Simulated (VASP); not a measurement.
## TaSi2: single point with PBE

The system is TaSi2.

```xyz
3
Lattice="6.3149 0.0000 0.0000 0.0000 1.5809 2.4771 0.0000 -1.5809 2.4771" Properties=species:S:1:pos:R:3 pbc="T T T"
Ta    0.0000    0.0000    3.3574
Si    1.9895    0.0000    1.6429
Si    4.3255    0.0000    1.6429
```

```json
{
  "Program": "VASP 6.6.1",
  "Task": "single point",
  "Functional": "PBE",
  "Potentials or basis": "VASP PAW PBE potentials, release 64 (Ta_pv, Si)",
  "Cutoff": "520 eV",
  "k mesh": "4 × 6 × 6",
  "Occupations": "gaussian, width 0.1 eV",
  "Spin": "no spin polarisation",
  "Dipole correction": "no",
  "Further INCAR settings": "ALGO = Normal; EDIFF = 1e-07; NBANDS = 16"
}
```

- Pressure: 0.0 GPa
- Largest force: 0.189 eV/Å

Forces on the atoms (eV/Å):
```
Ta   0.000  0.000  0.068
Si  -0.186  0.000 -0.034
Si   0.186  0.000 -0.034
```

Stress tensor (GPa, compression positive):
```
-0.45  0.00  0.00
 0.00  0.17  0.00
 0.00  0.00  0.38
```

Levels at points of the mesh, in eV from the Fermi level:
```tsv
k point	band 6	band 7	band 8	band 9	band 10	band 11	band 12	band 13	band 14	band 15
(0.00, 0.00, 0.00)	-7.33	-2.12	-0.88	1.01	1.77	2.46	2.83	5.44	6.47	7.56
(0.50, 0.00, 0.00)	-4.53	-3.72	-0.87	1.02	1.67	2.51	2.51	5.56	6.45	7.63
(0.00, 0.50, 0.00)	-6.33	-4.04	-3.31	-1.62	0.75	0.91	2.10	3.18	4.83	6.45
(0.50, 0.50, 0.00)	-5.62	-4.74	-3.56	-2.65	0.54	2.88	3.01	4.52	4.86	5.19
(0.00, 0.50, 0.50)	-5.90	-4.08	-3.05	-0.84	-0.75	1.07	1.08	2.75	5.77	5.79
(0.50, 0.50, 0.50)	-5.44	-4.08	-2.95	-2.34	-1.10	2.73	2.88	3.66	4.16	4.21
```

Run time: 20 s on 1 thread of Intel(R) Xeon(R) Platinum 8259CL CPU @ 2.50GHz (Skylake/Cascade Lake), on a shared host, peak memory 0.18 GiB.

Caveat: the k points lie up to 0.39 Å⁻¹ apart; spin-orbit coupling is left out, which moves the levels of the heavy elements.
